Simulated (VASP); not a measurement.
A run of VASP 6.6.1 is set up as follows.

File INCAR:

```
SYSTEM = TaH5
PREC = Accurate ; ENCUT = 600
EDIFF = 1E-7 ; ISMEAR = 0
SIGMA = 0.1 ; LREAL = .FALSE.
LASPH = .TRUE. ; NELM = 80
ALGO = Normal ; ISIF = 3
LWAVE = .FALSE. ; LCHARG = .FALSE.
GGA = PE ; IBRION = 2
NSW = 90 ; EDIFFG = -0.04
```

KPOINTS

```
regular mesh
0
G
  4 4 4
  0 0 0
```

File POSCAR:

```
TaH5
1.0
    3.8053629500      0.0000000000      0.0000000000
    0.0000000000      3.8053629500      0.0000000000
    0.0000000000      0.0000000000      4.5814480200
Ta H
1 5
Direct
    0.0000000000      0.0000000000      0.0000000000
    0.7951586600      0.5000000000      0.5000000000
    0.2048413400      0.5000000000      0.5000000000
    0.5000000000      0.7951586600      0.5000000000
    0.5000000000      0.2048413400      0.5000000000
    0.5000000000      0.5000000000      0.0000000000
```

Potentials or basis: VASP PAW PBE potentials, release 64 (Ta_pv, H).

Command:

```bash
$ cat potpaw_PBE.64/Ta_pv/POTCAR potpaw_PBE.64/H/POTCAR > POTCAR
$ mpirun -np 1 vasp_std > vasp.out
```

Question: Estimate the relaxed cell.

Answer: a = 3.223 Å, b = 3.223 Å, c = 2.957 Å, α = 90.00°, β = 90.00°, γ = 90.00°.

Question: Estimate the band gap on the k mesh.

Answer: Zero (bands 8 and 9 overlap by 5.66 eV).

Question: Predict the space group after relaxing (to 0.1 Å).

Answer: P4/mmm (No. 123).

Question: Predict the relaxed volume.

Answer: 5.12 Å³/atom.

Final structure:
```
Ta H
1.0
     3.22340    0.00000    0.00000
     0.00000    3.22340    0.00000
     0.00000    0.00000    2.95696
Ta H
1 5
Direct
  0.00000 0.00000 0.00000
  0.80913 0.50000 0.50000
  0.19087 0.50000 0.50000
  0.50000 0.80913 0.50000
  0.50000 0.19087 0.50000
  0.50000 0.50000 0.00000
```

Caveat: the k points lie up to 0.53 Å⁻¹ apart in the final cell, too coarse for converged energies and pressures of a metal; the volume moved by over 15 % at a fixed basis, so the end points are rough; spin-orbit coupling is left out, which moves the levels of the heavy elements.
